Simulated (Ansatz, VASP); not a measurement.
# ZnCu: VASP beside Ansatz

```
Zn Cu
1.0
     2.96491    0.00000    0.00000
     0.00000    2.96491    0.00000
     0.00000    0.00000    2.96491
Zn Cu
1 1
Direct
  0.50000 0.50000 0.50000
  0.00000 0.00000 0.00000
```

Alike in both runs: task single point; functional PBEsol; k mesh 14 × 14 × 14; occupations gaussian, width 0.1 eV; no spin polarisation.

```csv
,VASP,Ansatz
version,VASP 6.6.1,Ansatz 0.2.0
potentials or method,"VASP PAW PBE potentials, release 64 (Zn, Cu), cutoff 520 eV","scalar-relativistic, plane waves, PAW"
valence electrons in the cell,23,31
```

Ansatz gave:

- gap on the k mesh at the Fermi level (eV): none
- pressure (GPa): -6.9

Which values does VASP return?

gap on the k mesh at the Fermi level (eV): none; pressure (GPa): -6.3.

VASP's potentials were made for PBE, not for PBEsol. A gap of «none» marks a metal or a gap that the smearing closes. VASP's potentials hold 23 valence electrons a cell and Ansatz's 31, so a difference there can come from the potentials and not from the codes.
